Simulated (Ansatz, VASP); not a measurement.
**HfTi3O8 in VASP and in Ansatz**

Contents of POSCAR:

```
HfTi3O8
1.0
    3.7266817123      0.0000000000      0.0000000000
    0.0000000000      6.2714141938      0.0000000000
    0.0000000000      0.0000000000      5.6841944670
Ti O Hf
3 8 1
Direct
    0.5000000000      0.0000000000      0.5588146624
    0.0000000000      0.7512817154     -0.0473806131
    0.0000000000      0.2487182846     -0.0473806131
    0.5000000000      0.7739762209      0.3661658587
    0.0000000000      0.0000000000      0.1136878114
    0.0000000000      0.0000000000      0.6704881342
    0.5000000000      0.7475523610      0.8390738697
    0.5000000000      0.2260237791      0.3661658587
    0.0000000000      0.5000000000      0.1314860736
    0.0000000000      0.5000000000      0.6748132802
    0.5000000000      0.2524476390      0.8390738697
    0.5000000000      0.5000000000      0.5349918077
```

The input INCAR.step1:

```
SYSTEM = HfTi3O8
PREC     = Accurate       ! precision mode
ENCUT    = 520            ! plane-wave cutoff, eV
ISMEAR   = 0              ! smearing method
SIGMA    = 0.01           ! smearing width, eV
LREAL    = .FALSE.        ! projectors in reciprocal space
LASPH    = .TRUE.         ! aspherical terms in the spheres
NELM     = 80             ! most SCF steps
NBANDS   = 59             ! bands
GGA      = PE             ! functional
ALGO     = Normal         ! electronic algorithm
EDIFF    = 1E-4           ! SCF threshold, eV
LWAVE    = .TRUE.         ! write WAVECAR
LCHARG   = .FALSE.        ! write CHGCAR
```

The input INCAR.step2:

```
SYSTEM = HfTi3O8
PREC     = Accurate       ! precision mode
ENCUT    = 520            ! plane-wave cutoff, eV
EDIFF    = 1E-7           ! SCF threshold, eV
ISMEAR   = 0              ! smearing method
SIGMA    = 0.01           ! smearing width, eV
LREAL    = .FALSE.        ! projectors in reciprocal space
LASPH    = .TRUE.         ! aspherical terms in the spheres
NELM     = 80             ! most SCF steps
ALGO     = Normal         ! electronic algorithm
ISIF     = 2              ! what is computed and relaxed
LWAVE    = .FALSE.        ! write WAVECAR
LCHARG   = .FALSE.        ! write CHGCAR
METAGGA  = R2SCAN         ! meta-GGA
LMIXTAU  = .TRUE.       
NBANDS   = 59             ! bands
ISTART   = 1
```

KPOINTS

```
regular mesh
0
G
  8 4 4
  0 0 0
```

Input for Ansatz:

```yaml
crystal:
  lattice:
    - [3.7266817123, 0.0, 0.0]
    - [0.0, 6.2714141938, 0.0]
    - [0.0, 0.0, 5.684194467]
  atoms:
    - { symbol: Ti, position: [0.5, 0.0, 0.5588146624] }
    - { symbol: Ti, position: [0.0, 0.7512817154, -0.0473806131] }
    - { symbol: O, position: [0.5, 0.7739762209, 0.3661658587] }
    - { symbol: O, position: [0.0, 0.0, 0.1136878114] }
    - { symbol: O, position: [0.0, 0.0, 0.6704881342] }
    - { symbol: O, position: [0.5, 0.747552361, 0.8390738697] }
    - { symbol: Hf, position: [0.5, 0.5, 0.5349918077] }
    - { symbol: Ti, position: [0.0, 0.2487182846, -0.0473806131] }
    - { symbol: O, position: [0.5, 0.2260237791, 0.3661658587] }
    - { symbol: O, position: [0.0, 0.5, 0.1314860736] }
    - { symbol: O, position: [0.0, 0.5, 0.6748132802] }
    - { symbol: O, position: [0.5, 0.252447639, 0.8390738697] }
kpoints:
  mp_grid: { grid: [8, 4, 4] }
  band_path:
    path:
      - [0.0, 0.0, 0.0]
      - [0.5, 0.0, 0.0]
      - [0.5, 0.5, 0.0]
      - [0.0, 0.5, 0.0]
      - [0.0, 0.0, 0.5]
      - [0.5, 0.0, 0.5]
      - [0.5, 0.5, 0.5]
      - [0.0, 0.5, 0.5]
      - [0.375, 0.0, -0.5]
    npoints: 1
hamiltonian:
  xc: r2scan
scf:
  occupations: { method: fixed }
  n_extra_bands: 7
output:
  forces: true
  stress: true
  eigenvalues: true
```

Alike in both runs: task single point; functional r2SCAN; k mesh 8 × 4 × 4; no spin polarisation.

|  | VASP | Ansatz |
| --- | --- | --- |
| version | VASP 6.6.1 | Ansatz 0.2.0 |
| potentials or method | VASP PAW PBE potentials, release 64 (Ti_sv, O, Hf_pv) | plane waves, PAW |
| plane-wave cutoff (eV) | 520 | 500 |
| occupations | gaussian, width 0.01 eV | fixed |
| valence electrons in the cell | 94 | 110 |

Ansatz gave:

| Property | Result |
| --- | --- |
| gap on the k mesh at the Fermi level (eV) | 3.28 |
| pressure (GPa) | 0.0 |
| rms of the force components (eV/Å) | 0.002 |

Q: Which values does VASP return?

A: gap on the k mesh at the Fermi level (eV): 3.30; pressure (GPa): 0.2; rms of the force components (eV/Å): 0.094.

VASP's potentials were made for PBE, not for r2SCAN. VASP's potentials hold 94 valence electrons a cell and Ansatz's 110, so a difference there can come from the potentials and not from the codes.

Spin-orbit coupling is off throughout.
